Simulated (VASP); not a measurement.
A run of VASP 6.6.1 is set up as follows.

INCAR

```
ALGO = Normal
EDIFF = 1E-6
ENCUT = 520
GGA = PE
ISIF = 2
ISMEAR = 0
ISPIN = 2
LASPH = True
LCHARG = False
LMAXMIX = 4
LORBIT = 11
LREAL = False
LWAVE = False
MAGMOM = 2 0
NBANDS = 20
NELM = 150
PREC = Accurate
SIGMA = 0.05
```

KPOINTS

```
k-points
0
Gamma
  15 15 15
```

File POSCAR:

```
TaTe
1.0
    0.0000000000      3.1599278669      3.1599278669
    3.1599278669      0.0000000000      3.1599278669
    3.1599278669      3.1599278669      0.0000000000
Ta Te
1 1
Direct
    0.0000000000      0.0000000000      0.0000000000
    0.2500000000      0.2500000000      0.2500000000
```

Potentials or basis: VASP PAW PBE potentials, release 64 (Ta_pv, Te).

Run with:

```sh
$ cat potpaw_PBE.64/Ta_pv/POTCAR potpaw_PBE.64/Te/POTCAR > POTCAR
$ mpirun -np 1 vasp_std > vasp.out
```

(1) Estimate the pressure.

(2) What does it give for the net moment?

(3) What does it give for the site moments?

Results:

(1) 0.1 GPa.

(2) 2.08 μB per cell.

(3) Ta +1.42; Te -0.03 μB.
